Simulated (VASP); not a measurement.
# Zn (R-3m) in VASP: a series of runs

Runs on Zn. Level: PBE. Tasks: single point, relaxation of cell and atoms.

Everything below comes from runs of VASP 6.6.1. Logs are shortened: lines on timing, memory, paths and dates and some standing lists are left out, and cuts for length are marked.

## (1) The cell of the first run

The structure is trigonal, space group R-3m (No. 166). Conventional cell: a = 3.405 Å, b = 3.405 Å, c = 9.472 Å, α = 90.00°, β = 90.00°, γ = 120.00°. Zn (site symmetry 3m) has 6 Zn at 2.28 to 2.81 Å within 3.0 Å.

## (2) Single point, PBE

INCAR reads:

```
SYSTEM = Zn
ALGO = Normal
EDIFF = 1E-6
ENCUT = 520
GGA = PE
ISIF = 2
ISMEAR = 0
LASPH = .True.
LCHARG = .True.
LELF = .True.
LREAL = .False.
LVHAR = .True.
LWAVE = .False.
NBANDS = 19
NELM = 100
PREC = Accurate
SIGMA = 0.1
```

KPOINTS reads:

```
k-points
0
Gamma
  6 6 6
  0 0 0
```

POSCAR reads:

```
Zn
1.0
    1.7027078821      0.9830588541      3.1574676246
   -1.7027078821      0.9830588541      3.1574676246
    0.0000000000     -1.9661177082      3.1574676246
Zn
2
Direct
    0.2275400000      0.2275400000      0.2275400000
    0.7724600000      0.7724600000      0.7724600000
```

Potentials or basis: VASP PAW PBE potentials, release 64 (Zn).

Started as:

```console
> cat potpaw_PBE.64/Zn/POTCAR > POTCAR
> mpirun -np 1 vasp_std > vasp.out
```

OUTCAR:

```text
SYSTEM = Zn
   EDIFF = 1E-6
   ENCUT = 520
   GGA = PE
   ISIF = 2
   ISMEAR = 0
   LASPH = .True.
   LREAL = .False.
   NELM = 100
   PREC = Accurate

 ion  position               nearest neighbor table
   1  0.228  0.228  0.228-   2 2.28   2 2.28   2 2.28   2 2.81   2 2.81   2 2.81
   2  0.772  0.772  0.772-   1 2.28   1 2.28   1 2.28   1 2.81   1 2.81   1 2.81

  LATTYP: Found a trigonal (rhomboedric) cell.
 ALAT       =     3.7195726425
 COS(alpha) =     0.5808936906

  Lattice vectors:

 A1 = (   1.7027078821,   0.9830588541,   3.1574676246)
 A2 = (  -1.7027078821,   0.9830588541,   3.1574676246)
 A3 = (   0.0000000000,  -1.9661177082,   3.1574676246)

Analysis of symmetry for initial positions (statically):
=====================================================================
 Subroutine PRICEL returns:
 Original cell was already a primitive cell.

 Routine SETGRP: Setting up the symmetry group for a
 trigonal (rhombohedral) supercell.

 Subroutine GETGRP returns: Found 12 space group operations
 (whereof 12 operations were pure point group operations)
 out of a pool of 12 trial point group operations.

The static configuration has the point symmetry D_3d.

Analysis of symmetry for dynamics (positions and initial velocities):
=====================================================================
 Subroutine PRICEL returns:
 Original cell was already a primitive cell.

 Routine SETGRP: Setting up the symmetry group for a
 trigonal (rhombohedral) supercell.

 Subroutine GETGRP returns: Found 12 space group operations
 (whereof 12 operations were pure point group operations)
 out of a pool of 12 trial point group operations.

The dynamic configuration has the point symmetry D_3d.

 Subroutine INISYM returns: Found 12 space group operations
 (whereof 12 operations are pure point group operations),
 and found     1 'primitive' translations

----------------------------------------------------------------------------------------

                                     Primitive cell

  volume of cell :      31.7110

  direct lattice vectors                    reciprocal lattice vectors
     1.702707882  0.983058854  3.157467625     0.293649900  0.169538849  0.105569834
    -1.702707882  0.983058854  3.157467625    -0.293649900  0.169538849  0.105569834
     0.000000000 -1.966117708  3.157467625     0.000000000 -0.339077698  0.105569834

  length of vectors
     3.719572642  3.719572642  3.719572643     0.355131912  0.355131912  0.355131912
[... 73 lines left out ...]
   ISTART =      0    job   : 0-new  1-cont  2-samecut
   ICHARG =      2    charge: 1-file 2-atom 10-const
   ISPIN  =      1    spin polarized calculation?
   LNONCOLLINEAR =      F non collinear calculations
   LSORBIT =      F    spin-orbit coupling
   LASPH  =      T    aspherical Exc in radial PAW
   ENCUT  =  520.0 eV  38.22 Ry    6.18 a.u.   6.92  6.92  6.92*2*pi/ulx,y,z
   NELM   =    100;   NELMIN=  2; NELMDL= -5     # of ELM steps
   EDIFF  = 0.1E-05   stopping-criterion for ELM
   LREAL  =      F    real-space projection
   EDIFFG = 0.1E-04   stopping-criterion for IOM
   NSW    =      0    number of steps for IOM
   IBRION =     -1    ionic relax: 0-MD 1-quasi-New 2-CG
   NFREE  =      0    steps in history (QN), initial steepest desc. (CG)
   ISIF   =      2    stress and relaxation
   ISYM   =      2    0-nonsym 1-usesym 2-fastsym
   POTIM  = 0.5000    time-step for ionic-motion
   TEBEG  =    0.0;   TEEND  =   0.0 temperature during run
   PSTRESS=    0.0 pullay stress
   NELECT =      24.0000    total number of electrons
   NUPDOWN=      -1.0000    fix difference up-down
   EMIN   =  10.00;   EMAX   =-10.00  energy-range for DOS
   EFERMI =   0.00;   METHOD = LEGACY
   ISMEAR =     0;   SIGMA  =   0.10  broadening in eV -4-tet -1-fermi 0-gaus
   EFERMI_NEDOS =   21; number of points for ismear=-14 and -15
   IALGO  =     38    algorithm
   IMIX   =      4    mixing-type and parameters
     AMIX     =   0.40;   BMIX     =  1.00
     AMIX_MAG =   1.60;   BMIX_MAG =  1.00
  volume/ion in A,a.u.               =      15.86       107.00
  Fermi-wavevector in a.u.,A,eV,Ry     =   1.491908  2.819297 30.283694  2.225789
  Thomas-Fermi vector in A             =   2.604503
   LORBIT       =      0    0 simple, 1 ext, 2 COOP (PROOUT), +10 PAW based schemes
   GGA     = PE    functional components
   LHFCALC =     F    Hartree Fock is set to
   AEXX    =    0.0000 exact exchange contribution
   IVDW    =     0    specifies the selected vdW correction
   LEPSILON=     F    determine dielectric tensor
   LRPA    =     F    only Hartree local field effects (RPA)
 non-spin polarized calculation
 Gauss-broadening in eV      SIGMA  =   0.10
  energy-cutoff  :      520.00
  volume of cell :       31.71
 maximum number of plane-waves:       869
   NGX = 13   NGY = 13   NGZ = 13

 number of electron      23.9999992 magnetization

 Free energy of the ion-electron system (eV)
  ---------------------------------------------------
  ext. energy  EPLUGINS =         0.00000000
  ---------------------------------------------------
  free energy    TOTEN  =        -1.14733597 eV

  energy without entropy =       -1.14359522  energy(sigma->0) =       -1.14546560

 E-fermi :   2.5821     XC(G=0): -11.2224

 val. band max:        2.5306576158   @ k =   0.5000   0.5000   0.1667
 cond. band min:       2.7311294373   @ k =  -0.3333   0.3333   0.1667
 fundamental gap:      0.2004718215
 Fermi energy:         2.5821080846

 k-point     1 :       0.0000    0.0000    0.0000
  band No.  band energies     occupation
      1      -7.3320      2.00000
      2      -5.8899      2.00000
      3      -5.8899      2.00000
      4      -5.5623      2.00000
      5      -5.5623      2.00000
      6      -5.5543      2.00000
[... 505 lines left out ...]
      6      -4.8015      2.00000
[... 11 lines left out ...]
     18      18.4848      0.00000
     19      20.9955      0.00000

 [... further k-points ...]
[... 5 lines left out ...]
  --------------------------------------------------------------------------------------
  -------------------------------------------------------------------------------------
  Total        3.7094766      3.7094766      2.9446188      0.0000000      0.0000000      0.0000000
  in kB      187.4189061    187.4189061    148.7749611      0.0000000      0.0000000      0.0000000
  external PRESSURE =     174.5375911 kB  Pullay stress =       0.0000000 kB

 VOLUME and BASIS-vectors are now :
 -----------------------------------------------------------------------------
  energy-cutoff  :      520.00
  volume of cell :       31.71
      direct lattice vectors                 reciprocal lattice vectors
     1.702707882  0.983058854  3.157467625     0.293649900  0.169538849  0.105569834
    -1.702707882  0.983058854  3.157467625    -0.293649900  0.169538849  0.105569834
     0.000000000 -1.966117708  3.157467625     0.000000000 -0.339077698  0.105569834

 POSITION                                       TOTAL-FORCE (eV/Angst)
 -----------------------------------------------------------------------------------
      0.00000      0.00000      2.15535         0.000000     -0.000000      2.373155
      0.00000      0.00000      7.31705         0.000000      0.000000     -2.373155
 -----------------------------------------------------------------------------------
    total drift:                               -0.000000      0.000000     -0.000000

  FREE ENERGIE OF THE ION-ELECTRON SYSTEM (eV)
  ---------------------------------------------------
  free  energy   TOTEN  =        -1.1473359695 eV

  energy  without entropy=       -1.1435952243  energy(sigma->0) =       -1.14546560
```

OSZICAR:

```text
N       E                     dE             d eps       ncg     rms          rms(c)
DAV:   1     0.114532025053E+03    0.11453E+03   -0.12423E+04  1264   0.197E+03
DAV:   2     0.427560413702E+01   -0.11026E+03   -0.10718E+03  1219   0.297E+02
DAV:   3    -0.133673456116E+01   -0.56123E+01   -0.55874E+01  1317   0.729E+01
DAV:   4    -0.137436376327E+01   -0.37629E-01   -0.37621E-01  1358   0.623E+00
DAV:   5    -0.137441745018E+01   -0.53687E-04   -0.53686E-04  1316   0.213E-01    0.459E+00
DAV:   6    -0.116936129847E+01    0.20506E+00   -0.72078E-01  1398   0.176E+01    0.315E+00
DAV:   7    -0.115314264055E+01    0.16219E-01   -0.35727E-02  1358   0.272E+00    0.152E+00
DAV:   8    -0.114746541437E+01    0.56772E-02   -0.52145E-03  1419   0.683E-01    0.105E-01
DAV:   9    -0.114733672897E+01    0.12869E-03   -0.55585E-04  1451   0.210E-01    0.435E-02
DAV:  10    -0.114733512926E+01    0.15997E-05   -0.50146E-05  1291   0.797E-02    0.114E-02
DAV:  11    -0.114733596949E+01   -0.84024E-06   -0.12626E-06  1061   0.188E-02
   1 F= -.11473360E+01 E0= -.11454656E+01  d E =-.374075E-02
```

It took 11 s on 1 thread of AMD EPYC 9R45 (Zen 5), shared host; peak memory 0.12 GiB.

What came out:

* Free energy: -1.1473 eV
* Pressure: 17.5 GPa
* Largest force: 2.373 eV/Å
* Band gap on the k mesh: zero (band 12 reaches 7.27 eV, above the bottom of band 13 at 1.15 eV)

Forces on the atoms (eV/Å):
```
Zn   0.000  0.000  2.373
Zn   0.000  0.000 -2.373
```

Stress tensor (GPa, compression positive):
```
18.74  0.00  0.00
 0.00 18.74  0.00
 0.00  0.00 14.88
```

Levels at points of the mesh, in eV from the Fermi level:
```csv
k point,band 8,band 9,band 10,band 11,band 12,band 13,band 14,band 15,band 16,band 17
"(0.00, 0.00, 0.00)",-6.87,-6.87,-6.57,-6.57,4.68,7.20,7.20,7.59,11.79,12.07
"(0.50, 0.00, 0.00)",-7.37,-6.97,-6.97,-4.62,-4.43,4.76,5.84,7.31,8.64,9.04
"(0.50, 0.50, 0.00)",-7.30,-6.91,-6.59,-3.36,-2.87,1.02,2.36,3.06,6.83,18.03
"(0.50, 0.50, 0.50)",-7.05,-7.02,-7.02,-5.80,-4.99,7.63,7.63,8.75,8.75,10.97
```

Caveat: the k points lie up to 0.37 Å⁻¹ apart; forces of over 1 eV/Å act on the atoms, so gaps and moduli don't describe the material at rest.

## (3) Single point, PBE

This run uses another cell than the first one, of 15.54 Å³/atom, 0.980 times its volume.

INCAR reads:

```
PREC = Accurate
ENCUT = 520
EDIFF = 1E-6
ISMEAR = 0
SIGMA = 0.1
LREAL = F
LASPH = T
NELM = 100
ALGO = Fast
ISIF = 2
LWAVE = F
LCHARG = F
GGA = PE
NBANDS = 19
```

KPOINTS reads:

```
Automatic mesh
0
Gamma
  6 6 6
```

POSCAR reads:

```
Zn
1.0
    1.4722467397      0.8500020515      4.1398253735
   -1.4722467397      0.8500020515      4.1398253735
    0.0000000000     -1.7000041030      4.1398253735
Zn
2
Direct
    0.2499994197      0.2499994197      0.2499994197
    0.7500005803      0.7500005803      0.7500005803
```

Potentials or basis: VASP PAW PBE potentials, release 64 (Zn).

Started as:

```console
> cat potpaw_PBE.64/Zn/POTCAR > POTCAR
> mpirun -np 1 vasp_std > vasp.out
```

It took 25 s on 1 thread of AMD EPYC 9R45 (Zen 5), shared host; peak memory 0.16 GiB.

Results (log left out):

```yaml
Free_energy: -2.1367 eV
Pressure: 0.1 GPa
Band_gap_on_the_k_mesh: zero (band 12 reaches 3.74 eV, above the bottom of band 13 at 1.77 eV)
```

Levels at points of the mesh, in eV from the Fermi level:
| k point | band 10 | band 11 | band 12 | band 13 | band 14 | band 15 |
| --- | --- | --- | --- | --- | --- | --- |
| (0.00, 0.00, 0.00) | -6.49 | -6.49 | -1.31 | 1.10 | 12.80 | 12.80 |
| (0.50, 0.00, 0.00) | -6.68 | -2.99 | -2.99 | 3.16 | 3.16 | 9.10 |
| (0.50, 0.50, 0.00) | -6.44 | -2.72 | -1.64 | -0.51 | 2.12 | 6.81 |
| (0.50, 0.50, 0.50) | -6.89 | -6.86 | -6.86 | 11.21 | 11.21 | 13.69 |

Caveat: the k points lie up to 0.42 Å⁻¹ apart.

## (4) Relaxation of cell and atoms, PBE

INCAR reads:

```
  PREC = Accurate
  ENCUT = 600
  EDIFF = 1E-6
  ISMEAR = 0
  SIGMA = 0.1
  LREAL = F
  LASPH = T
  NELM = 60
  ALGO = Normal
  ISIF = 3
  LWAVE = F
  LCHARG = F
  GGA = PE
  IBRION = 2
  NSW = 90
  EDIFFG = -0.04
```

KPOINTS is that of step 3.

POSCAR reads:

```
Zn
1.0
    1.7027078821      0.9830588541      3.1574676246
   -1.7027078821      0.9830588541      3.1574676246
    0.0000000000     -1.9661177082      3.1574676246
Zn
2
Direct
    0.2275400000      0.2275400000      0.2275400000
    0.7724600000      0.7724600000      0.7724600000
```

Potentials or basis: VASP PAW PBE potentials, release 64 (Zn).

Started as:

```console
> cat potpaw_PBE.64/Zn/POTCAR > POTCAR
> mpirun -np 1 vasp_std > vasp.out
```

OUTCAR:

```text
PREC = Accurate
   ENCUT = 600
   EDIFF = 1E-6
   ISMEAR = 0
   LREAL = F
   LASPH = T
   NELM = 60
   ISIF = 3
   GGA = PE
   IBRION = 2
   NSW = 90
   EDIFFG = -0.04

 ion  position               nearest neighbor table
   1  0.228  0.228  0.228-   2 2.28   2 2.28   2 2.28   2 2.81   2 2.81   2 2.81
   2  0.772  0.772  0.772-   1 2.28   1 2.28   1 2.28   1 2.81   1 2.81   1 2.81

  LATTYP: Found a trigonal (rhomboedric) cell.
 ALAT       =     3.7195726425
 COS(alpha) =     0.5808936906

  Lattice vectors:

 A1 = (   1.7027078821,   0.9830588541,   3.1574676246)
 A2 = (  -1.7027078821,   0.9830588541,   3.1574676246)
 A3 = (   0.0000000000,  -1.9661177082,   3.1574676246)

Analysis of symmetry for initial positions (statically):
[... 741 lines left out ...]
     15      19.3975      0.00000
     16      21.2155      0.00000

 [... further k-points ...]

[... ionic steps 4 to 33 ...]

--------------------------------------- Ionic step       34  -------------------------------------------

 number of electron      23.9999974 magnetization

------------------------ aborting loop because EDIFF is reached ----------------------------------------
[... 67 lines left out ...]
--------------------------------------- Ionic step       36  -------------------------------------------

 number of electron      23.9999967 magnetization

 Free energy of the ion-electron system (eV)
  ---------------------------------------------------
  ext. energy  EPLUGINS =         0.00000000
  ---------------------------------------------------
  free energy    TOTEN  =        -2.15088854 eV

  energy without entropy =       -2.14863490  energy(sigma->0) =       -2.14976172

 E-fermi :   3.3308     XC(G=0): -11.5182

 val. band max:        3.2300231480   @ k =  -0.1667   0.5000   0.1667
 cond. band min:       3.4321561799   @ k =  -0.1667   0.3333   0.1667
 fundamental gap:      0.2021330319
 Fermi energy:         3.3307840507

 k-point     1 :       0.0000    0.0000    0.0000
  band No.  band energies     occupation
      1      -7.2801      2.00000
      2      -5.4778      2.00000
      3      -4.7912      2.00000
      4      -4.5955      2.00000
      5      -4.5955      2.00000
      6      -4.5591      2.00000
[... 476 lines left out ...]
  FREE ENERGIE OF THE ION-ELECTRON SYSTEM (eV)
  ---------------------------------------------------
  free  energy   TOTEN  =        -2.1508885419 eV

  energy  without entropy=       -2.1486349028  energy(sigma->0) =       -2.14976172

 reached required accuracy - stopping structural energy minimisation
```

Wall time 5.4 min (1 thread of AMD EPYC 9R45 (Zen 5), shared host); peak memory 0.14 GiB.

Results:

```yaml
Free_energy: -2.1509 eV
Relaxed_volume: 15.31 Å³/atom
Relaxed_cell: a = 5.166 Å, b = 5.166 Å, c = 5.166 Å, α = 30.04°, β = 30.04°, γ = 30.04°
Space_group_after_relaxing_to_0.05_Å: R-3m (No. 166)
Energy_gained_by_relaxing: 502.0 meV/atom
Ionic_steps: 36
Pressure_after_relaxing: 0.2 GPa
Largest_force_after_relaxing: 0.006 eV/Å
Band_gap_on_the_k_mesh: zero (band 12 reaches 3.92 eV, above the bottom of band 13 at 0.13 eV)
```

Forces in eV/Å, atoms in the order of the input:
```
Zn   0.000  0.000  0.006
Zn   0.000  0.000 -0.006
```

Step by step:
| step | energy change (eV) | largest force (eV/Å) | pressure (GPa) | volume (Å³) |
| --- | --- | --- | --- | --- |
| 1 | 0.0000 | 2.3738 | 17.39 | 31.71 |
| 2 | -0.5394 | 0.4593 | -2.87 | 40.28 |
| 3 | -0.5416 | 0.5518 | -2.08 | 39.41 |
| 4 | -0.5833 | 0.4593 | -1.53 | 38.32 |
| 5 | -0.6235 | 0.0414 | 1.97 | 35.18 |
| 6 | -0.6286 | 0.1390 | 0.87 | 36.05 |
| 7 | -0.6288 | 0.1133 | 0.94 | 35.92 |
| 8 | -0.6343 | 0.0090 | 0.09 | 36.47 |
| 9 | -0.6349 | 0.0355 | -0.26 | 36.72 |
| 10 | -0.6372 | 0.0486 | -0.27 | 36.64 |
| 11 | -0.6594 | 0.0879 | -0.56 | 36.37 |
| 12 | -0.7265 | 0.1842 | -0.99 | 35.71 |
| 13 | -0.8382 | 0.4874 | -1.77 | 34.01 |
| 14 | -0.7638 | 1.1718 | 4.33 | 29.32 |
| 15 | 16.2197 | 1.6969 | 449.86 | 17.09 |
| 16 | -0.7188 | 1.4364 | 5.76 | 29.11 |
| 17 | 0.6962 | 1.8733 | 65.10 | 23.34 |
| 18 | -0.7140 | 1.5909 | 8.45 | 28.62 |
| 19 | -0.4386 | 1.7662 | 25.27 | 26.06 |
| 20 | -0.6801 | 1.6713 | 13.38 | 27.69 |
| 21 | -0.7006 | 1.6546 | 11.56 | 27.98 |
| 22 | -0.7359 | 1.5420 | 10.38 | 28.23 |
| 23 | -0.8233 | 1.2377 | 6.79 | 29.02 |
| 24 | -0.9258 | 0.7609 | 0.99 | 30.63 |
| 25 | -0.9175 | 0.2056 | -6.31 | 34.01 |
| 26 | -0.9528 | 0.4323 | -3.00 | 32.23 |
| 27 | -0.9531 | 0.4603 | -2.60 | 32.06 |
| 28 | -0.9624 | 0.4250 | -2.32 | 31.85 |
| 29 | -0.9842 | 0.3190 | -1.09 | 31.22 |
| 30 | -0.9979 | 0.0792 | 1.66 | 29.98 |
| 31 | -0.9987 | 0.1270 | 1.19 | 30.20 |
| 32 | -1.0020 | 0.0711 | 0.64 | 30.38 |
| 33 | -1.0038 | 0.0074 | 0.06 | 30.59 |
| 34 | -1.0039 | 0.0100 | -0.10 | 30.65 |
| 35 | -1.0039 | 0.0072 | -0.08 | 30.64 |
| 36 | -1.0040 | 0.0057 | 0.19 | 30.61 |

Final structure:
```yaml
crystal:
  lattice:
    - [1.33892, 0.77303, 4.92942]
    - [-1.33892, 0.77303, 4.92942]
    - [0.00000, -1.54605, 4.92942]
  atoms:
    - { symbol: Zn, position: [0.24994, 0.24994, 0.24994] }
    - { symbol: Zn, position: [0.75006, 0.75006, 0.75006] }
```

Caveat: the k points lie up to 0.46 Å⁻¹ apart in the final cell.

## (5) Summary

| task | cell | cutoff (eV) | gap on the mesh (eV) | pressure (GPa) | largest force (eV/Å) |
| --- | --- | --- | --- | --- | --- |
| single point | a = 3.720 Å, angles 54.5°, 2 atoms | 520 | none | 17.5 | 2.37 |
| single point | a = 4.475 Å, angles 38.4°, 2 atoms | 520 | none | 0.1 | - |
| relaxation of cell and atoms | relaxed from a = 3.720 Å, angles 54.5°, 2 atoms | 600 | none | 0.2 | 0.01 |

Alike in all rows: level PBE; potentials or basis VASP PAW PBE potentials, release 64 (Zn); no spin polarisation; k mesh 6 × 6 × 6; smearing gaussian 0.1 eV.

Caveats: all runs use coarse meshes; forces of over 1 eV/Å act on the atoms, so gaps and moduli don't describe the material at rest (some runs).

Total energies depend on the potentials used, so only differences within one code and one set of settings carry meaning.
